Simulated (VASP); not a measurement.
# Co (Fd-3m) in VASP: single point with PBE

Aim: the single point of Co with PBE.

Everything below comes from runs of VASP 6.6.1. Logs are shortened: lines on timing, memory, paths and dates and some standing lists are left out, and cuts for length are marked.

## 1. The cell of the first run

It takes space group Fd-3m (No. 227, cubic). The conventional cell has a = 6.516 Å, b = 6.516 Å, c = 6.516 Å, α = 90.00°, β = 90.00°, γ = 90.00°. Within 3.6 Å of Co (site symmetry -43m) lie 16 Co at 2.70 to 2.82 Å. Co (site symmetry -3m) has 12 Co at 2.30 to 2.70 Å within 3.0 Å.

This isn't the form of Co at room conditions, which is hcp.

## 2. Single point, PBE, collinear spin, ferromagnetic start

The input, INCAR:

```
ALGO     = Normal         # electronic algorithm
EDIFF    = 1E-6           # SCF threshold, eV
ENCUT    = 690            # plane-wave cutoff, eV
GGA      = PE             # functional
GGA_COMPAT= False        
ISIF     = 2              # what is computed and relaxed
ISMEAR   = 0              # smearing method
ISPIN    = 2              # spin polarisation
LASPH    = True           # aspherical terms in the spheres
LCHARG   = False          # write CHGCAR
LMAXMIX  = 4              # l up to which the mixer works
LORBIT   = 11             # projections on sites
LREAL    = False          # projectors in reciprocal space
LWAVE    = False          # write WAVECAR
MAGMOM   = 1.98 1.98 1.93 1.93 1.93 1.93 # initial moments
NBANDS   = 64             # bands
NELM     = 200            # most SCF steps
PREC     = Accurate       # precision mode
SIGMA    = 0.1            # smearing width, eV
```

The input, KPOINTS:

```
k-points
0
Gamma
  6 6 6
```

The input, POSCAR:

```
Co
1.0
    0.0000000000      3.2579360131      3.2579360131
    3.2579360131      0.0000000000      3.2579360131
    3.2579360131      3.2579360131      0.0000000000
Co
6
Direct
    0.2500000000      0.2500000000      0.2500000000
    0.0000000000      0.0000000000      0.0000000000
    0.6250000000      0.6250000000      0.1250000000
    0.6250000000      0.1250000000      0.6250000000
    0.1250000000      0.6250000000      0.6250000000
    0.6250000000      0.6250000000      0.6250000000
```

Potentials or basis: VASP PAW PBE potentials, release 64 (Co_sv).

On the command line:

```
> cat potpaw_PBE.64/Co_sv/POTCAR > POTCAR
> mpirun -np 1 vasp_std > vasp.out
```

OUTCAR:

```text
EDIFF = 1E-6
   ENCUT = 690
   GGA = PE
   ISIF = 2
   ISMEAR = 0
   ISPIN = 2
   LASPH = True
   LORBIT = 11
   LREAL = False
   NELM = 200
   PREC = Accurate

 ion  position               nearest neighbor table
   1  0.250  0.250  0.250-
   2  0.000  0.000  0.000-
   3  0.625  0.625  0.125-   6 2.30   4 2.30   5 2.30   6 2.30   4 2.30   5 2.30
   4  0.625  0.125  0.625-   6 2.30   3 2.30   3 2.30   5 2.30   6 2.30   5 2.30
   5  0.125  0.625  0.625-   6 2.30   3 2.30   4 2.30   3 2.30   4 2.30   6 2.30
   6  0.625  0.625  0.625-   3 2.30   4 2.30   5 2.30   3 2.30   4 2.30   5 2.30

  LATTYP: Found a face centered cubic cell.
 ALAT       =     6.5158720262

  Lattice vectors:

 A1 = (   0.0000000000,   3.2579360131,   3.2579360131)
 A2 = (   3.2579360131,   0.0000000000,   3.2579360131)
 A3 = (   3.2579360131,   3.2579360131,   0.0000000000)

Analysis of symmetry for initial positions (statically):
=====================================================================
 Subroutine PRICEL returns:
 Original cell was already a primitive cell.

 Routine SETGRP: Setting up the symmetry group for a
 face centered cubic supercell.

 Subroutine GETGRP returns: Found 48 space group operations
 (whereof 24 operations were pure point group operations)
 out of a pool of 48 trial point group operations.

The static configuration has the point symmetry T_d .
 The point group associated with its full space group is O_h .

Analysis of symmetry for dynamics (positions and initial velocities):
=====================================================================
 Subroutine PRICEL returns:
 Original cell was already a primitive cell.

 Routine SETGRP: Setting up the symmetry group for a
 face centered cubic supercell.

 Subroutine GETGRP returns: Found 48 space group operations
 (whereof 24 operations were pure point group operations)
 out of a pool of 48 trial point group operations.

The dynamic configuration has the point symmetry T_d .
 The point group associated with its full space group is O_h .

Analysis of structural, dynamic, and magnetic symmetry:
=====================================================================
 Subroutine PRICEL returns:
 Original cell was already a primitive cell.

 Routine SETGRP: Setting up the symmetry group for a
 face centered cubic supercell.

 Subroutine GETGRP returns: Found 48 space group operations
 (whereof 24 operations were pure point group operations)
 out of a pool of 48 trial point group operations.

The overall configuration has the point symmetry T_d .
 The point group associated with its full space group is O_h .

 Subroutine INISYM returns: Found 48 space group operations
 (whereof 24 operations are pure point group operations),
 and found     1 'primitive' translations

----------------------------------------------------------------------------------------

                                     Primitive cell

  volume of cell :      69.1604

  direct lattice vectors                    reciprocal lattice vectors
     0.000000000  3.257936013  3.257936013    -0.153471400  0.153471400  0.153471400
     3.257936013  0.000000000  3.257936013     0.153471400 -0.153471400  0.153471400
     3.257936013  3.257936013  0.000000000     0.153471400  0.153471400 -0.153471400

  length of vectors
     4.607417295  4.607417295  4.607417295     0.265820262  0.265820262  0.265820262

  position of ions in fractional coordinates (direct lattice)
     0.250000000  0.250000000  0.250000000
     0.000000000  0.000000000  0.000000000
     0.625000000  0.625000000  0.125000000
     0.625000000  0.125000000  0.625000000
     0.125000000  0.625000000  0.625000000
     0.625000000  0.625000000  0.625000000

  ion indices of the primitive-cell ions
   primitive index   ion index
                 1           1
                 2           2
                 3           3
                 4           4
                 5           5
                 6           6

----------------------------------------------------------------------------------------
[... 32 lines left out ...]
  0.333333  0.166667  0.000000     24.000000
[... 8 lines left out ...]
 -0.333333  0.333333  0.166667     24.000000
 -0.333333  0.500000  0.166667     12.000000
   k-points           NKPTS =     16   k-points in BZ     NKDIM =     16   number of bands    NBANDS=     64
   number of dos      NEDOS =    301   number of ions     NIONS =      6
   total plane-waves  NPLWV =  64000
   dimension x,y,z NGX =    40 NGY =   40 NGZ =   40
   dimension x,y,z NGXF=    80 NGYF=   80 NGZF=   80
   ions per type =               6
   NGX,Y,Z   is equivalent  to a cutoff of  14.43, 14.43, 14.43 a.u.
   NGXF,Y,Z  is equivalent  to a cutoff of  28.87, 28.87, 28.87 a.u.
 SYSTEM =  unknown system
   PREC   = accura    normal or accurate (medium, high low for compatibility)
   ISTART =      0    job   : 0-new  1-cont  2-samecut
   ICHARG =      2    charge: 1-file 2-atom 10-const
   ISPIN  =      2    spin polarized calculation?
   LNONCOLLINEAR =      F non collinear calculations
   LSORBIT =      F    spin-orbit coupling
   LASPH  =      T    aspherical Exc in radial PAW
   ENCUT  =  690.0 eV  50.71 Ry    7.12 a.u.   9.87  9.87  9.87*2*pi/ulx,y,z
   NELM   =    200;   NELMIN=  2; NELMDL= -5     # of ELM steps
   EDIFF  = 0.1E-05   stopping-criterion for ELM
   LREAL  =      F    real-space projection
   EDIFFG = 0.1E-04   stopping-criterion for IOM
   NSW    =      0    number of steps for IOM
   IBRION =     -1    ionic relax: 0-MD 1-quasi-New 2-CG
   NFREE  =      0    steps in history (QN), initial steepest desc. (CG)
   ISIF   =      2    stress and relaxation
   ISYM   =      2    0-nonsym 1-usesym 2-fastsym
   POTIM  = 0.5000    time-step for ionic-motion
   TEBEG  =    0.0;   TEEND  =   0.0 temperature during run
   PSTRESS=    0.0 pullay stress
   NELECT =     102.0000    total number of electrons
   NUPDOWN=      -1.0000    fix difference up-down
   EMIN   =  10.00;   EMAX   =-10.00  energy-range for DOS
   EFERMI =   0.00;   METHOD = LEGACY
   ISMEAR =     0;   SIGMA  =   0.10  broadening in eV -4-tet -1-fermi 0-gaus
   EFERMI_NEDOS =   21; number of points for ismear=-14 and -15
   IALGO  =     38    algorithm
   IMIX   =      4    mixing-type and parameters
     AMIX     =   0.40;   BMIX     =  1.00
     AMIX_MAG =   1.60;   BMIX_MAG =  1.00
  volume/ion in A,a.u.               =      11.53        77.79
  Fermi-wavevector in a.u.,A,eV,Ry     =   1.863470  3.521447 47.246494  3.472519
  Thomas-Fermi vector in A             =   2.910818
   LORBIT       =     11    0 simple, 1 ext, 2 COOP (PROOUT), +10 PAW based schemes
   GGA     = PE    functional components
   LHFCALC =     F    Hartree Fock is set to
   AEXX    =    0.0000 exact exchange contribution
   IVDW    =     0    specifies the selected vdW correction
   LEPSILON=     F    determine dielectric tensor
   LRPA    =     F    only Hartree local field effects (RPA)
 spin polarized calculation
 Gauss-broadening in eV      SIGMA  =   0.10
  energy-cutoff  :      690.00
  volume of cell :       69.16
 maximum number of plane-waves:      2884
   NGX = 19   NGY = 19   NGZ = 19

 number of electron     102.0000088 magnetization       9.8428132

 number of electron     102.0000088 magnetization      10.6030840

 Free energy of the ion-electron system (eV)
  ---------------------------------------------------
  ext. energy  EPLUGINS =         0.00000000
  ---------------------------------------------------
  free energy    TOTEN  =       -41.51957007 eV

  energy without entropy =      -41.48211063  energy(sigma->0) =      -41.50084035

 E-fermi :  11.4132     XC(G=0): -13.4903

 val. band max:       11.4125089685   @ k =   0.5000   0.5000   0.0000
 cond. band min:      11.4244914594   @ k =  -0.3333   0.3333   0.1667
 fundamental gap:      0.0119824909
 Fermi energy:        11.4131765434

 spin component 1

 k-point     1 :       0.0000    0.0000    0.0000
  band No.  band energies     occupation
      1     -85.1857      1.00000
      2     -85.0918      1.00000
      3     -85.0918      1.00000
      4     -85.0918      1.00000
      5     -84.8691      1.00000
      6     -84.8635      1.00000
[... 1045 lines left out ...]
     62      19.0995      0.00000
     63      22.9829      0.00000
 Fermi energy:        11.4131765434

 spin component 2

 k-point     1 :       0.0000    0.0000    0.0000
  band No.  band energies     occupation
      1     -82.9590      1.00000
      2     -82.8582      1.00000
      3     -82.8582      1.00000
      4     -82.8582      1.00000
      5     -82.6161      1.00000
      6     -82.6100      1.00000
[... 1045 lines left out ...]
     62      19.8041      0.00000
     63      23.4297      0.00000
 [bands above 63 left out]

------------------------ aborting loop because EDIFF is reached ----------------------------------------

  FORCE on cell =-STRESS in cart. coord.  units (eV):
  Direction    XX          YY          ZZ          XY          YZ          ZX
  --------------------------------------------------------------------------------------
  -------------------------------------------------------------------------------------
  Total       -0.3980668     -0.3980668     -0.3980668      0.0000000      0.0000000      0.0000000
  in kB       -9.2216558     -9.2216558     -9.2216558      0.0000000      0.0000000      0.0000000
  external PRESSURE =      -9.2216558 kB  Pullay stress =       0.0000000 kB

 VOLUME and BASIS-vectors are now :
 -----------------------------------------------------------------------------
  energy-cutoff  :      690.00
  volume of cell :       69.16
      direct lattice vectors                 reciprocal lattice vectors
     0.000000000  3.257936013  3.257936013    -0.153471400  0.153471400  0.153471400
     3.257936013  0.000000000  3.257936013     0.153471400 -0.153471400  0.153471400
     3.257936013  3.257936013  0.000000000     0.153471400  0.153471400 -0.153471400

 POSITION                                       TOTAL-FORCE (eV/Angst)
 -----------------------------------------------------------------------------------
      1.62897      1.62897      1.62897        -0.000000     -0.000000     -0.000000
      0.00000      0.00000      0.00000         0.000000      0.000000      0.000000
      2.44345      2.44345      4.07242        -0.000000     -0.000000      0.000000
      2.44345      4.07242      2.44345        -0.000000     -0.000000      0.000000
      4.07242      2.44345      2.44345        -0.000000     -0.000000      0.000000
      4.07242      4.07242      4.07242        -0.000000     -0.000000      0.000000
 -----------------------------------------------------------------------------------
    total drift:                                0.000000      0.000000      0.000000

  FREE ENERGIE OF THE ION-ELECTRON SYSTEM (eV)
  ---------------------------------------------------
  free  energy   TOTEN  =       -41.5195700680 eV

  energy  without entropy=      -41.4821106279  energy(sigma->0) =      -41.50084035

 total charge

# of ion       s       p       d       tot
------------------------------------------
    1        2.195   6.078   6.664  14.936
    2        2.195   6.078   6.664  14.936
    3        2.269   6.133   6.696  15.098
    4        2.269   6.133   6.696  15.098
    5        2.269   6.133   6.696  15.098
    6        2.269   6.133   6.696  15.098
--------------------------------------------------
tot         13.464  36.687  40.114  90.265

 magnetization (x)

# of ion       s       p       d       tot
------------------------------------------
    1        0.000  -0.009   1.866   1.858
    2        0.000  -0.009   1.866   1.858
    3        0.000  -0.013   1.827   1.814
    4        0.000  -0.013   1.827   1.814
    5        0.000  -0.013   1.827   1.814
    6        0.000  -0.013   1.827   1.814
--------------------------------------------------
tot          0.001  -0.070  11.039  10.970
```

Wall time 3 min (1 thread of Intel Xeon 6975P-C (Granite Rapids), shared host); peak memory 0.36 GiB.

What came out:

```
Free energy                                           : -41.5196 eV
Pressure                                              : -0.9 GPa
Net moment                                            : 10.60 μB per cell
Site moments                                          : Co +1.86, +1.81 (each value once) μB
Valence electrons inside the program's atomic spheres : Co 14.94, 15.10 (each value once)
```
